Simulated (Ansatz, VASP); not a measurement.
## One calculation of ZnS, two programs

```
Zn S
1.0
     6.63017    0.00000    0.00000
     0.00000    6.63017    0.00000
     0.00000    0.00000    3.86215
Zn S
4 4
Direct
  0.67519 0.67519 0.00000
  0.17519 0.82481 0.50000
  0.82481 0.17519 0.50000
  0.32481 0.32481 0.00000
  0.81429 0.81429 0.50000
  0.18571 0.18571 0.50000
  0.68571 0.31429 0.00000
  0.31429 0.68571 0.00000
```

Alike in both runs: task single point; functional PBE; k mesh 4 × 4 × 4; occupations gaussian, width 0.1 eV; no spin polarisation.

|  | VASP | Ansatz |
| --- | --- | --- |
| version | VASP 6.6.1 | Ansatz 0.2.0 |
| potentials or method | VASP PAW PBE potentials, release 64 (Zn, S), cutoff 520 eV | scalar-relativistic, plane waves, PAW |
| valence electrons in the cell | 72 | 72 |

Ansatz gave:

```
gap on the k mesh at the Fermi level (eV)                     : 2.17
least direct gap on the mesh (eV)                             : 2.17
pressure (GPa)                                                : 0.0
traceless stress, the component that is largest in VASP (GPa) : 0.15
rms of the force components (eV/Å)                            : 0.004
```

Problem. Estimate VASP's values.

Solution. gap on the k mesh at the Fermi level (eV): 2.17; least direct gap on the mesh (eV): 2.17; pressure (GPa): 0.2; traceless stress, the component that is largest in VASP (GPa): 0.17; rms of the force components (eV/Å): 0.004.

Atom by atom the forces differ by 0.001 eV/Å (rms over components).
